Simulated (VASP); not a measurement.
LaP: electric field gradients with LDA

LaP:

```
La P
1.0
     0.00000    3.00242    3.00242
     3.00242    0.00000    3.00242
     3.00242    3.00242    0.00000
La P
1 1
Direct
  0.00000 0.00000 0.00000
  0.50000 0.50000 0.50000
```

This cell differs from its parent crystal: volume scaled by 0.99.

- Program: VASP 6.6.1
- Task: electric field gradients
- Functional: LDA
- Potentials or basis: VASP PAW LDA potentials, release 64 (La, P)
- Cutoff: 520 eV
- k mesh: 10 × 10 × 10
- Occupations: fermi-dirac, width 0.03 eV
- Spin: no spin polarisation
- Dipole correction: no
- Further INCAR settings: ALGO = Normal; EDIFF = 1e-08; NBANDS = 15

- Pressure: -2.6 GPa
- Band gap on the k mesh: zero (band 8 reaches 6.48 eV, above the bottom of band 9 at 6.29 eV)

Levels at points of the mesh, in eV from the Fermi level:
```
           k point  band 6  band 7  band 8  band 9  band 10  band 11
(0.00, 0.00, 0.00)    0.12    0.12    0.12    1.75     1.75     1.75
(0.50, 0.00, 0.00)   -3.06   -1.65   -1.65    2.41     2.69     2.69
(0.50, 0.50, 0.00)   -0.82   -0.15   -0.07   -0.07     2.83     2.87
```

It took 28 s on 1 thread of AMD EPYC 9R45 96-Core Processor (Zen 5), on a shared host, peak memory 0.16 GiB.

Caveat: without QUAD_EFG the Cq values of the log hold for a quadrupole moment of 1 mb, not for the nuclei; spin-orbit coupling is left out, which moves the levels of the heavy elements.
